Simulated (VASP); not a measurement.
Wanted: the native input for a VASP 6.6.1 run.

```yaml
Task: single point
Functional: PBE
Potentials_or_basis: VASP PAW PBE potentials, release 64 (Ca_sv, Cu, Bi_d)
Cutoff: 520 eV
k_mesh: 10 × 10 × 10
Occupations: gaussian, width 0.1 eV
Spin: no spin polarisation
Dipole_correction: no
Further_INCAR_settings: ALGO = Fast; EDIFF = 1e-06; NBANDS = 44
```

The structure of CaCu4Bi lies in POSCAR:

```
CaCu4Bi
1.0
    0.0000000000      3.7239936525      3.7239936525
    3.7239936525      0.0000000000      3.7239936525
    3.7239936525      3.7239936525      0.0000000000
Ca Cu Bi
1 4 1
Direct
    0.0000000000      0.0000000000      0.0000000000
    0.3741064381      0.3741064381      0.3741064381
    0.8776806858      0.3741064381      0.3741064381
    0.3741064381      0.8776806858      0.3741064381
    0.3741064381      0.3741064381      0.8776806858
    0.7500000000      0.7500000000      0.7500000000
```

The cell was generated, and may not be a known phase.

These files were run (other wordings do the same):

INCAR

```
  PREC = Accurate
  ENCUT = 520
  EDIFF = 1E-6
  ISMEAR = 0
  SIGMA = 0.1
  LREAL = F
  LASPH = T
  NELM = 60
  ALGO = Fast
  ISIF = 2
  LWAVE = F
  LCHARG = F
  GGA = PE
  NBANDS = 44
```

KPOINTS

```
Automatic mesh
0
Gamma
  10 10 10
```

Potentials or basis: VASP PAW PBE potentials, release 64 (Ca_sv, Cu, Bi_d).

Run with:

```sh
$ cat potpaw_PBE.64/Ca_sv/POTCAR potpaw_PBE.64/Cu/POTCAR potpaw_PBE.64/Bi_d/POTCAR > POTCAR
$ mpirun -np 1 vasp_std > vasp.out
```

It gave:

* Pressure: 0.3 GPa
* Band gap on the k mesh: zero (an odd number of electrons rules out a gap without spin polarisation)

Caveat: spin-orbit coupling is left out, which moves the levels of the heavy elements.

It took 5.2 min on 1 thread of Intel(R) Xeon(R) 6975P-C (Granite Rapids), on a shared host, peak memory 0.37 GiB.
